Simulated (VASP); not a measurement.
# KTaO3 (Pm-3m) in VASP: a series of runs

KTaO3 is run at these levels: r2SCAN; tasks: single point.

Program: VASP 6.6.1. These are calculated values, not measurements. Logs are shortened: lines on timing, memory, paths and dates and some standing lists are left out, and cuts for length are marked.

### 1 The cell of the first run

Symmetry: Pm-3m, No. 221, cubic system. The conventional cell has a = 3.950 Å, b = 3.950 Å, c = 3.950 Å, α = 90.00°, β = 90.00°, γ = 90.00°. K (site symmetry m-3m) has 12 O at 2.79 Å and 8 Ta at 3.42 Å within 3.7 Å. Ta (site symmetry m-3m) has 6 O at 1.97 Å within 2.6 Å. O (site symmetry 4/mmm) has 2 Ta at 1.97 Å within 2.6 Å.

### 2 Single point, r2SCAN (volume changed by -3%)

POSCAR reads:

```
KTaO3
1.0
    3.9498238557      0.0000000000      0.0000000000
    0.0000000000      3.9498238557      0.0000000000
    0.0000000000      0.0000000000      3.9498238557
K Ta O
1 1 3
Direct
    0.5000000000      0.5000000000      0.5000000000
    0.0000000000      0.0000000000      0.0000000000
    0.5000000000      0.0000000000      0.0000000000
    0.0000000000      0.5000000000      0.0000000000
    0.0000000000      0.0000000000      0.5000000000
```

INCAR.step1 reads:

```
SYSTEM = KTaO3
PREC = Accurate ; ENCUT = 520
ISMEAR = 0 ; SIGMA = 0.01
LREAL = .False. ; LASPH = .True.
NELM = 60 ; NBANDS = 27
GGA = PE ; ALGO = Normal
EDIFF = 1E-4 ; LWAVE = .True.
LCHARG = .False.
```

INCAR.step2 reads:

```
SYSTEM = KTaO3
PREC = Accurate ; ENCUT = 520
EDIFF = 1E-6 ; ISMEAR = 0
SIGMA = 0.01 ; LREAL = .False.
LASPH = .True. ; NELM = 60
ALGO = Normal ; ISIF = 2
LWAVE = .False. ; LCHARG = .False.
METAGGA = R2SCAN ; LMIXTAU = .True.
NBANDS = 27 ; ISTART = 1
```

KPOINTS reads:

```
regular mesh
0
Gamma
  6 6 6
  0 0 0
```

Potentials or basis: VASP PAW PBE potentials, release 64 (K_sv, Ta_pv, O).

Launch:

```bash
$ cat potpaw_PBE.64/K_sv/POTCAR potpaw_PBE.64/Ta_pv/POTCAR potpaw_PBE.64/O/POTCAR > POTCAR
$ cp INCAR.step1 INCAR
$ mpirun -np 1 vasp_std > vasp.out
$ cp INCAR.step2 INCAR
$ mpirun -np 1 vasp_std > vasp.out
```

OUTCAR:

```text
SYSTEM = KTaO3
   PREC = Accurate
   ENCUT = 520
   EDIFF = 1E-6
   ISMEAR = 0
   LREAL = .False.
   LASPH = .True.
   NELM = 60
   ISIF = 2
   METAGGA = R2SCAN
   ISTART = 1

 ion  position               nearest neighbor table
   1  0.500  0.500  0.500-   3 2.79   4 2.79   5 2.79   3 2.79   4 2.79   3 2.79   5 2.79   3 2.79
                             4 2.79   5 2.79   4 2.79   5 2.79   2 3.42   2 3.42   2 3.42   2 3.42
   2  0.000  0.000  0.000-   3 1.97   4 1.97   5 1.97   5 1.97   4 1.97   3 1.97   1 3.42   1 3.42
                             1 3.42   1 3.42   1 3.42   1 3.42   1 3.42   1 3.42
   3  0.500  0.000  0.000-   2 1.97   2 1.97   1 2.79   1 2.79   1 2.79   1 2.79
   4  0.000  0.500  0.000-   2 1.97   2 1.97   1 2.79   1 2.79   1 2.79   1 2.79
   5  0.000  0.000  0.500-   2 1.97   2 1.97   1 2.79   1 2.79   1 2.79   1 2.79

  LATTYP: Found a simple cubic cell.
 ALAT       =     3.9498238557

  Lattice vectors:

 A1 = (   3.9498238557,   0.0000000000,   0.0000000000)
 A2 = (   0.0000000000,   3.9498238557,   0.0000000000)
 A3 = (   0.0000000000,   0.0000000000,   3.9498238557)

Analysis of symmetry for initial positions (statically):
=====================================================================
 Subroutine PRICEL returns:
 Original cell was already a primitive cell.

 Routine SETGRP: Setting up the symmetry group for a
 simple cubic supercell.

 Subroutine GETGRP returns: Found 48 space group operations
 (whereof 48 operations were pure point group operations)
 out of a pool of 48 trial point group operations.

The static configuration has the point symmetry O_h .

Analysis of symmetry for dynamics (positions and initial velocities):
=====================================================================
 Subroutine PRICEL returns:
 Original cell was already a primitive cell.

 Routine SETGRP: Setting up the symmetry group for a
 simple cubic supercell.

 Subroutine GETGRP returns: Found 48 space group operations
 (whereof 48 operations were pure point group operations)
 out of a pool of 48 trial point group operations.

The dynamic configuration has the point symmetry O_h .

 Subroutine INISYM returns: Found 48 space group operations
 (whereof 48 operations are pure point group operations),
 and found     1 'primitive' translations

----------------------------------------------------------------------------------------

                                     Primitive cell

  volume of cell :      61.6216

  direct lattice vectors                    reciprocal lattice vectors
     3.949823856  0.000000000  0.000000000     0.253175847  0.000000000  0.000000000
     0.000000000  3.949823856  0.000000000     0.000000000  0.253175847  0.000000000
     0.000000000  0.000000000  3.949823856     0.000000000  0.000000000  0.253175847

  length of vectors
     3.949823856  3.949823856  3.949823856     0.253175847  0.253175847  0.253175847

  position of ions in fractional coordinates (direct lattice)
     0.500000000  0.500000000  0.500000000
     0.000000000  0.000000000  0.000000000
     0.500000000  0.000000000  0.000000000
     0.000000000  0.500000000  0.000000000
     0.000000000  0.000000000  0.500000000

  ion indices of the primitive-cell ions
   primitive index   ion index
                 1           1
                 2           2
                 3           3
                 4           4
                 5           5

----------------------------------------------------------------------------------------

 KPOINTS: regular mesh

Automatic generation of k-mesh.
 Grid dimensions read from file:
 generate k-points for:    6    6    6

 Generating k-lattice:

  Cartesian coordinates                     Fractional coordinates (reciprocal lattice)
     0.042195974  0.000000000  0.000000000     0.166666667  0.000000000  0.000000000
     0.000000000  0.042195974  0.000000000     0.000000000  0.166666667  0.000000000
     0.000000000  0.000000000  0.042195974     0.000000000  0.000000000  0.166666667

  Length of vectors
     0.042195974  0.042195974  0.042195974

  Shift w.r.t. Gamma in fractional coordinates (k-lattice)
     0.000000000  0.000000000  0.000000000

 Subroutine IBZKPT returns following result:
 ===========================================

 Found     20 irreducible k-points:

 Following reciprocal coordinates:
            Coordinates               Weight
  0.000000  0.000000  0.000000      1.000000
  0.166667  0.000000  0.000000      6.000000
  0.333333  0.000000  0.000000      6.000000
  0.500000  0.000000  0.000000      3.000000
  0.166667  0.166667  0.000000     12.000000
  0.333333  0.166667  0.000000     24.000000
[... 12 lines left out ...]
  0.500000  0.500000  0.333333      6.000000
  0.500000  0.500000  0.500000      1.000000
   k-points           NKPTS =     20   k-points in BZ     NKDIM =     20   number of bands    NBANDS=     27
   number of dos      NEDOS =    301   number of ions     NIONS =      5
   total plane-waves  NPLWV =  27000
   dimension x,y,z NGX =    30 NGY =   30 NGZ =   30
   dimension x,y,z NGXF=    60 NGYF=   60 NGZF=   60
   ions per type =               1   1   3
   NGX,Y,Z   is equivalent  to a cutoff of  12.63, 12.63, 12.63 a.u.
   NGXF,Y,Z  is equivalent  to a cutoff of  25.25, 25.25, 25.25 a.u.
 SYSTEM =  KTaO3
   PREC   = accura    normal or accurate (medium, high low for compatibility)
   ISTART =      1    job   : 0-new  1-cont  2-samecut
   ICHARG =      0    charge: 1-file 2-atom 10-const
   ISPIN  =      1    spin polarized calculation?
   LNONCOLLINEAR =      F non collinear calculations
   LSORBIT =      F    spin-orbit coupling
   LASPH  =      T    aspherical Exc in radial PAW
   ENCUT  =  520.0 eV  38.22 Ry    6.18 a.u.   7.34  7.34  7.34*2*pi/ulx,y,z
   NELM   =     60;   NELMIN=  2; NELMDL=  0     # of ELM steps
   EDIFF  = 0.1E-05   stopping-criterion for ELM
   LREAL  =      F    real-space projection
   EDIFFG = 0.1E-04   stopping-criterion for IOM
   NSW    =      0    number of steps for IOM
   IBRION =     -1    ionic relax: 0-MD 1-quasi-New 2-CG
   NFREE  =      0    steps in history (QN), initial steepest desc. (CG)
   ISIF   =      2    stress and relaxation
   ISYM   =      2    0-nonsym 1-usesym 2-fastsym
   POTIM  = 0.5000    time-step for ionic-motion
   TEBEG  =    0.0;   TEEND  =   0.0 temperature during run
   PSTRESS=    0.0 pullay stress
   NELECT =      38.0000    total number of electrons
   NUPDOWN=      -1.0000    fix difference up-down
   EMIN   =  10.00;   EMAX   =-10.00  energy-range for DOS
   EFERMI =   0.00;   METHOD = LEGACY
   ISMEAR =     0;   SIGMA  =   0.01  broadening in eV -4-tet -1-fermi 0-gaus
   EFERMI_NEDOS =   21; number of points for ismear=-14 and -15
   IALGO  =     38    algorithm
   IMIX   =      4    mixing-type and parameters
     AMIX     =   0.40;   BMIX     =  1.00
     AMIX_MAG =   1.60;   BMIX_MAG =  1.00
  volume/ion in A,a.u.               =      12.32        83.17
  Fermi-wavevector in a.u.,A,eV,Ry     =   1.393451  2.633240 26.418502  1.941705
  Thomas-Fermi vector in A             =   2.517096
   LORBIT       =      0    0 simple, 1 ext, 2 COOP (PROOUT), +10 PAW based schemes
   METAGGA = R2SCAN    functional components
   LHFCALC =     F    Hartree Fock is set to
   AEXX    =    0.0000 exact exchange contribution
   IVDW    =     0    specifies the selected vdW correction
   LEPSILON=     F    determine dielectric tensor
   LRPA    =     F    only Hartree local field effects (RPA)
 non-spin polarized calculation
 Gauss-broadening in eV      SIGMA  =   0.01
  energy-cutoff  :      520.00
  volume of cell :       61.62
 maximum number of plane-waves:      1675
 NGX is ok and might be reduce to    30
   NGX = 15   NGY = 15   NGZ = 15

 number of electron      37.9999985 magnetization

 Free energy of the ion-electron system (eV)
  ---------------------------------------------------
  ext. energy  EPLUGINS =         0.00000000
  ---------------------------------------------------
  free energy    TOTEN  =       -87.10851219 eV

  energy without entropy =      -87.10851219  energy(sigma->0) =      -87.10851219

 E-fermi :   1.7684     XC(G=0): -11.7226

 val. band max:        1.6211539773   @ k =   0.5000   0.5000   0.5000
 cond. band min:       4.2924322147   @ k =   0.0000   0.0000   0.0000
 fundamental gap:      2.6712782373
 Fermi energy:         1.7683950107

 k-point     1 :       0.0000    0.0000    0.0000
  band No.  band energies     occupation
      1     -33.5165      2.00000
      2     -33.5165      2.00000
      3     -33.5165      2.00000
      4     -26.8076      2.00000
      5     -17.0377      2.00000
      6     -16.3640      2.00000
[... 19 lines left out ...]
     26      10.2521      0.00000
     27      10.2521      0.00000

 k-point     2 :       0.1667    0.0000    0.0000
  band No.  band energies     occupation
      1     -33.5461      2.00000
      2     -33.5155      2.00000
      3     -33.5155      2.00000
      4     -26.7994      2.00000
      5     -16.9677      2.00000
      6     -16.3585      2.00000
[... 19 lines left out ...]
     26      10.6218      0.00000
     27      10.7131      0.00000

 k-point     3 :       0.3333    0.0000    0.0000
  band No.  band energies     occupation
      1     -33.6043      2.00000
      2     -33.5134      2.00000
      3     -33.5134      2.00000
      4     -26.7832      2.00000
      5     -16.9385      2.00000
      6     -16.3468      2.00000
[... 19 lines left out ...]
     26      11.4066      0.00000
     27      12.4869      0.00000

 k-point     4 :       0.5000    0.0000    0.0000
  band No.  band energies     occupation
      1     -33.6331      2.00000
      2     -33.5124      2.00000
      3     -33.5124      2.00000
      4     -26.7752      2.00000
      5     -16.9483      2.00000
      6     -16.3407      2.00000
[... 19 lines left out ...]
     26      11.8300      0.00000
     27      12.8930      0.00000
[... 396 lines left out ...]
      4     -26.7511      2.00000
      5     -15.7760      2.00000
      6     -15.5924      2.00000
[... 19 lines left out ...]
     26      13.6877      0.00000
     27      13.9532      0.00000

 k-point    19 :       0.5000    0.5000    0.3333
  band No.  band energies     occupation
      1     -33.6240      2.00000
      2     -33.6240      2.00000
      3     -33.5946      2.00000
      4     -26.7469      2.00000
      5     -15.6652      2.00000
      6     -15.3253      2.00000
[... 19 lines left out ...]
     26      13.8589      0.00000
     27      14.1990      0.00000

 k-point    20 :       0.5000    0.5000    0.5000
  band No.  band energies     occupation
      1     -33.6228      2.00000
      2     -33.6228      2.00000
      3     -33.6228      2.00000
      4     -26.7426      2.00000
      5     -15.3036      2.00000
      6     -15.3036      2.00000
[... 19 lines left out ...]
     26      13.6761      0.00000
     27      14.6205      0.00000

------------------------ aborting loop because EDIFF is reached ----------------------------------------

  FORCE on cell =-STRESS in cart. coord.  units (eV):
  Direction    XX          YY          ZZ          XY          YZ          ZX
  --------------------------------------------------------------------------------------
  -------------------------------------------------------------------------------------
  Total        3.0396469      3.0396469      3.0396469     -0.0000000     -0.0000000     -0.0000000
  in kB       79.0315563     79.0315563     79.0315563     -0.0000000     -0.0000000     -0.0000000
  external PRESSURE =      79.0315563 kB  Pullay stress =       0.0000000 kB

 VOLUME and BASIS-vectors are now :
 -----------------------------------------------------------------------------
  energy-cutoff  :      520.00
  volume of cell :       61.62
      direct lattice vectors                 reciprocal lattice vectors
     3.949823856  0.000000000  0.000000000     0.253175847  0.000000000  0.000000000
     0.000000000  3.949823856  0.000000000     0.000000000  0.253175847  0.000000000
     0.000000000  0.000000000  3.949823856     0.000000000  0.000000000  0.253175847

 POSITION                                       TOTAL-FORCE (eV/Angst)
 -----------------------------------------------------------------------------------
      1.97491      1.97491      1.97491         0.000000      0.000000      0.000000
      0.00000      0.00000      0.00000         0.000000      0.000000      0.000000
      1.97491      0.00000      0.00000         0.000000      0.000000      0.000000
      0.00000      1.97491      0.00000         0.000000      0.000000      0.000000
      0.00000      0.00000      1.97491         0.000000      0.000000      0.000000
 -----------------------------------------------------------------------------------
    total drift:                                0.000000     -0.000000      0.000000

  FREE ENERGIE OF THE ION-ELECTRON SYSTEM (eV)
  ---------------------------------------------------
  free  energy   TOTEN  =       -87.1085121872 eV

  energy  without entropy=      -87.1085121872  energy(sigma->0) =      -87.10851219
```

Run time: 1.9 min. Hardware: 1 thread of Intel Xeon Platinum 8375C at 2.90GHz (Ice Lake), shared host; peak memory 0.19 GiB.

What came out:

| Item | Value |
| --- | --- |
| Free energy | -87.1085 eV |
| Pressure | 7.9 GPa |
| Band gap on the k mesh | 2.67 eV, indirect (least direct gap 3.31 eV) |

Caveat: the cell differs from its parent crystal (volume changed by -3%); the PAW data sets were made with another functional, which shifts forces and pressure a little; spin-orbit coupling is left out, which moves the levels of the heavy elements. A k mesh can miss the band edges.

### 3 Single point, r2SCAN

This run uses another cell than the first one, of 12.71 Å³/atom, 1.031 times its volume.

POSCAR, as its differences from that of step 2:

```diff
@@ -2,5 +2,5 @@
 1.0
-    3.9498238557      0.0000000000      0.0000000000
-    0.0000000000      3.9498238557      0.0000000000
-    0.0000000000      0.0000000000      3.9498238557
+    3.9901309646      0.0000000000      0.0000000000
+    0.0000000000      3.9901309646      0.0000000000
+    0.0000000000      0.0000000000      3.9901309646
 K Ta O
```

INCAR.step1 reads:

```
  ALGO = Normal
  EDIFF = 1E-4
  ENCUT = 520
  GGA = PE
  ISMEAR = 0
  LASPH = True
  LCHARG = False
  LREAL = False
  LWAVE = True
  NBANDS = 27
  NELM = 60
  PREC = Accurate
  SIGMA = 0.01
```

INCAR.step2 reads:

```
  ALGO = Normal
  EDIFF = 1E-6
  ENCUT = 520
  ISIF = 2
  ISMEAR = 0
  ISTART = 1
  LASPH = True
  LCHARG = False
  LMIXTAU = True
  LREAL = False
  LWAVE = False
  METAGGA = R2SCAN
  NBANDS = 27
  NELM = 60
  PREC = Accurate
  SIGMA = 0.01
```

KPOINTS reads:

```
k-points
0
Gamma
  6 6 6
```

Potentials or basis: VASP PAW PBE potentials, release 64 (K_sv, Ta_pv, O).

Launch:

```bash
$ cat potpaw_PBE.64/K_sv/POTCAR potpaw_PBE.64/Ta_pv/POTCAR potpaw_PBE.64/O/POTCAR > POTCAR
$ cp INCAR.step1 INCAR
$ mpirun -np 1 vasp_std > vasp.out
$ cp INCAR.step2 INCAR
$ mpirun -np 1 vasp_std > vasp.out
```

Run time: 2.1 min. Hardware: 1 thread of Intel Xeon Platinum 8375C at 2.90GHz (Ice Lake), shared host; peak memory 0.19 GiB.

The run converged. Its results:

```yaml
Free_energy: -87.1625 eV
Pressure: 0.9 GPa
Band_gap_on_the_k_mesh: 2.59 eV, indirect (least direct gap 3.25 eV)
```

Levels at points of the mesh, in eV from the valence-band top:
```csv
k point,band 17,band 18,band 19,band 20,band 21,band 22
"(0.00, 0.00, 0.00)",-0.65,-0.65,-0.65,2.59,2.59,2.59
"(0.50, 0.00, 0.00)",-1.54,-0.89,-0.89,2.75,5.43,5.43
"(0.50, 0.50, 0.00)",-1.46,-1.46,-0.04,5.46,5.46,6.77
"(0.50, 0.50, 0.50)",0.00,0.00,0.00,6.91,6.91,6.91
```

Caveat: the PAW data sets were made with another functional, which shifts forces and pressure a little; spin-orbit coupling is left out, which moves the levels of the heavy elements. A k mesh can miss the band edges.

### 4 Single point, r2SCAN

This run uses another cell than the first one, of 12.71 Å³/atom, 1.031 times its volume.

POSCAR is that of step 3.

INCAR.step1 reads:

```
SYSTEM = KTaO3
ALGO = Normal
EDIFF = 1E-4
ENCUT = 520
GGA = PE
ISMEAR = 0
LASPH = .TRUE.
LCHARG = .FALSE.
LREAL = .FALSE.
LWAVE = .TRUE.
NBANDS = 27
NELM = 60
PREC = Accurate
SIGMA = 0.01
```

INCAR.step2 reads:

```
SYSTEM = KTaO3
ALGO = Normal
EDIFF = 1E-6
ENCUT = 520
ISIF = 2
ISMEAR = 0
ISTART = 1
LASPH = .TRUE.
LCHARG = .FALSE.
LMIXTAU = .TRUE.
LREAL = .FALSE.
LWAVE = .FALSE.
METAGGA = R2SCAN
NBANDS = 27
NELM = 60
PREC = Accurate
SIGMA = 0.01
```

KPOINTS reads:

```
k-points
0
G
  6 6 6
  0 0 0
```

Launch:

```bash
$ cat potpaw_PBE.64/K_sv/POTCAR potpaw_PBE.64/Ta_pv/POTCAR potpaw_PBE.64/O/POTCAR > POTCAR
$ cp INCAR.step1 INCAR
$ mpirun -np 1 vasp_std > vasp.out
$ cp INCAR.step2 INCAR
$ mpirun -np 1 vasp_std > vasp.out
```

Wall time 2.1 min (1 thread of Intel Xeon Platinum 8375C at 2.90GHz (Ice Lake), shared host); peak memory 0.19 GiB.

Results (log left out):

```yaml
Free_energy: -87.1625 eV
Pressure: 0.9 GPa
Band_gap_on_the_k_mesh: 2.59 eV, indirect (least direct gap 3.25 eV)
```

Levels at points of the mesh, in eV from the valence-band top:
```tsv
k point	band 15	band 16	band 17	band 18	band 19	band 20	band 21	band 22	band 23	band 24
(0.00, 0.00, 0.00)	-1.09	-1.09	-0.65	-0.65	-0.65	2.59	2.59	2.59	7.05	7.05
(0.50, 0.00, 0.00)	-2.40	-2.15	-1.54	-0.89	-0.89	2.75	5.43	5.43	7.08	9.09
(0.50, 0.50, 0.00)	-2.82	-1.74	-1.46	-1.46	-0.04	5.46	5.46	6.77	8.09	10.81
(0.50, 0.50, 0.50)	-3.96	-3.96	0.00	0.00	0.00	6.91	6.91	6.91	9.66	9.66
```

Caveat: the PAW data sets were made with another functional, which shifts forces and pressure a little; spin-orbit coupling is left out, which moves the levels of the heavy elements. A k mesh can miss the band edges.

(Continued in part 2 of 2.)
